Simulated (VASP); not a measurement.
A run of VASP 6.6.1 is set up as follows.

The input INCAR:

```
PREC = Accurate
ENCUT = 520
EDIFF = 1E-7
ISMEAR = -1
SIGMA = 0.05
LREAL = F
LASPH = T
NELM = 60
ALGO = Normal
ISIF = 2
LWAVE = F
LCHARG = F
GGA = CA
NBANDS = 20
```

File KPOINTS:

```
regular mesh
0
Gamma
  12 12 11
```

File POSCAR:

```
LaBi
1.0
    2.9877635864      0.0000000000      0.0000000000
   -1.4938817932      2.5874791663      0.0000000000
    0.0000000000      0.0000000000      5.0114719791
La Bi
1 1
Direct
    0.0000000000      0.0000000000      0.0000000000
    0.3333333333      0.6666666667      0.5000000000
```

Potentials or basis: VASP PAW LDA potentials, release 64 (La, Bi_d).

The run is started by

```sh
$ cat potpaw_LDA.64/La/POTCAR potpaw_LDA.64/Bi_d/POTCAR > POTCAR
$ mpirun -np 1 vasp_std > vasp.out
```

(1) Estimate the pressure.

(2) What does it give for the band gap on the k mesh?

Answers

(1) 61.3 GPa.

(2) zero (band 13 reaches 16.85 eV, above the bottom of band 14 at 14.30 eV).

Caveat: spin-orbit coupling is left out, which moves the levels of the heavy elements.
